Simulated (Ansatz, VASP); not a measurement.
**Two plane-wave programs on ZnS**

Contents of POSCAR:

```
ZnS
1.0
    0.0000000000      2.6810443216      2.6810443216
    2.6810443216      0.0000000000      2.6810443216
    2.6810443216      2.6810443216      0.0000000000
Zn S
1 1
Direct
    0.7500000000      0.7500000000      0.7500000000
    0.0000000000      0.0000000000      0.0000000000
```

Contents of INCAR.step1:

```
PREC = Accurate
ENCUT = 520
ISMEAR = 0
SIGMA = 0.01
LREAL = False
LASPH = True
NELM = 60
NBANDS = 16
GGA = PE
ALGO = Normal
EDIFF = 1E-4
LWAVE = True
LCHARG = False
```

File INCAR.step2:

```
PREC = Accurate
ENCUT = 520
EDIFF = 1E-6
ISMEAR = 0
SIGMA = 0.01
LREAL = False
LASPH = True
NELM = 60
ALGO = Normal
ISIF = 2
LWAVE = False
LCHARG = False
METAGGA = R2SCAN
LMIXTAU = True
NBANDS = 16
ISTART = 1
```

The input KPOINTS:

```
regular mesh
0
Gamma
  8 8 8
```

Input for Ansatz:

```yaml
crystal:
  lattice:
    - [0.0, 2.68104432162, 2.68104432162]
    - [2.68104432162, 0.0, 2.68104432162]
    - [2.68104432162, 2.68104432162, 0.0]
  atoms:
    - { symbol: Zn, position: [0.75, 0.75, 0.75] }
    - { symbol: S, position: [0.0, 0.0, 0.0] }
kpoints:
  mp_grid: { grid: [8, 8, 8] }
scf:
  occupations: { method: fixed }
  convergence: { dr2_threshold: 1.0e-10 }
hamiltonian:
  xc: r2scan
  pseudopotentials: { kind: paw }
output:
  forces: true
  stress: true
  eigenstates:
    kpoints:
      - [0.0, 0.0, 0.0]
      - [0.5, 0.5, 0.0]
      - [0.5, 0.0, 0.5]
      - [0.0, 0.5, 0.5]
      - [0.0, 0.5, 0.0]
      - [0.5, 0.0, 0.0]
      - [0.0, 0.0, 0.5]
      - [0.5, 0.5, 0.5]
  eigenvalues: true
```

Alike in both runs: task single point; functional r2SCAN; k mesh 8 × 8 × 8; no spin polarisation.

|  | VASP | Ansatz |
| --- | --- | --- |
| version | VASP 6.6.1 | Ansatz 0.2.0 |
| potentials or method | VASP PAW PBE potentials, release 64 (Zn, S) | PAW with Ansatz's default frozen-core files, scalar-relativistic |
| plane-wave cutoff (eV) | 520 | 500 |
| occupations | gaussian, width 0.01 eV | fixed |
| valence electrons in the cell | 18 | 18 |

|  | VASP | Ansatz | Ansatz less VASP |
| --- | --- | --- | --- |
| gap on the k mesh at the Fermi level (eV) | 2.78 | 2.77 | -0.012 |
| pressure (GPa) | 1.2 | 1.2 | +0.02 |

VASP's potentials were made for PBE, not for r2SCAN.
